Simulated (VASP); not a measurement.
Write the native input for VASP 6.6.1 that does the following.

| Property | Result |
| --- | --- |
| Task | single point |
| Functional | PBEsol |
| Potentials or basis | VASP PAW PBE potentials, release 64 (Be, S) |
| Cutoff | 600 eV |
| k mesh | 8 × 8 × 8 |
| Occupations | gaussian, width 0.02 eV |
| Spin | no spin polarisation |
| Dipole correction | no |
| Further INCAR settings | ALGO = Normal; EDIFF = 1e-06; NBANDS = 11 |

The structure of BeS (a.bB) lies in POSCAR:

```
BeS
1.0
    0.0000000000      2.4188489171      2.4188489171
    2.4188489171      0.0000000000      2.4188489171
    2.4188489171      2.4188489171      0.0000000000
Be S
1 1
Direct
    0.0000000000      0.0000000000      0.0000000000
    0.2500000000      0.2500000000      0.2500000000
```

These files were run (other wordings do the same):

INCAR

```
  PREC = Accurate
  ENCUT = 600
  EDIFF = 1E-6
  ISMEAR = 0
  SIGMA = 0.02
  LREAL = F
  LASPH = T
  NELM = 120
  ALGO = Normal
  ISIF = 2
  LWAVE = F
  LCHARG = T
  GGA = PS
  LELF = T
  LVHAR = T
  NBANDS = 11
  GGA_COMPAT = F
```

KPOINTS

```
Automatic mesh
0
Gamma
  8 8 8
```

Potentials or basis: VASP PAW PBE potentials, release 64 (Be, S).

The run is started by

```bash
$ cat potpaw_PBE.64/Be/POTCAR potpaw_PBE.64/S/POTCAR > POTCAR
$ mpirun -np 1 vasp_std > vasp.out
```

Results of the run:

```
Pressure               : 0.2 GPa
Band gap on the k mesh : 2.91 eV, indirect (least direct gap 5.61 eV)
```

Caveat: the PAW data sets were made with another functional, which shifts forces and pressure a little.

It took 8.6 s on 1 thread of Intel(R) Xeon(R) Platinum 8375C CPU @ 2.90GHz (Ice Lake), with other jobs on the host, peak memory 0.15 GiB.
